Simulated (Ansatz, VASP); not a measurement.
Given: the input of a run of VASP 6.6.1 on TaN.

The input INCAR:

```
PREC = Accurate ; ENCUT = 520
EDIFF = 1E-6 ; ISMEAR = 0
SIGMA = 0.02 ; LREAL = False
LASPH = True ; NELM = 60
ALGO = Normal ; ISIF = 2
LWAVE = False ; LCHARG = False
GGA = RP ; NBANDS = 15
```

KPOINTS

```
regular mesh
0
Gamma
  10 10 10
```

File POSCAR:

```
TaN
1.0
    0.0000000000      2.2113230000      2.2113230000
    2.2113230000      0.0000000000      2.2113230000
    2.2113230000      2.2113230000      0.0000000000
Ta N
1 1
Direct
    0.5000000000      0.5000000000      0.5000000000
    0.0000000000      0.0000000000      0.0000000000
```

Potentials or basis: VASP PAW PBE potentials, release 64 (Ta_pv, N).

Command:

```bash
$ cat potpaw_PBE.64/Ta_pv/POTCAR potpaw_PBE.64/N/POTCAR > POTCAR
$ mpirun -np 1 vasp_std > vasp.out
```

Q: Set up the same calculation for Ansatz 0.2.0. Potentials there: all-electron LAPW, scalar-relativistic.

A: As run (the cutoff follows the program's own potentials):

The input input.yaml:

```yaml
crystal:
  lattice:
    - [0.0, 2.211323, 2.211323]
    - [2.211323, 0.0, 2.211323]
    - [2.211323, 2.211323, 0.0]
  atoms:
    - { symbol: Ta, position: [0.5, 0.5, 0.5] }
    - { symbol: "N", position: [0.0, 0.0, 0.0] }
kpoints:
  mp_grid: { grid: [10, 10, 10] }
scf:
  occupations: { method: gaussian, width: 0.02 }
hamiltonian:
  xc: rpbe
  pseudopotentials: { kind: all_electron, lapw: { basis_error: 0.001 } }
output:
  forces: true
  stress: true
  eigenvalues: true
```

Potentials or basis: all-electron LAPW, scalar-relativistic.

Run with:

```bash
$ ansatz run input.yaml --threads 1 --pin off --max-ram 3072MiB --backend cpu --events-out ev --progress --plain --runs-dir out
```

Both were run:

|  | VASP | Ansatz | Ansatz less VASP |
| --- | --- | --- | --- |
| gap on the k mesh at the Fermi level (eV) | none | none | - |
| pressure (GPa) | 4.0 | 3.4 | -0.57 |

VASP's potentials were made for PBE, not for RPBE. A gap of «none» marks a metal or a gap that the smearing closes. Ansatz ran all-electron here, and VASP with PAW potentials.

Neither program's run includes spin-orbit coupling.
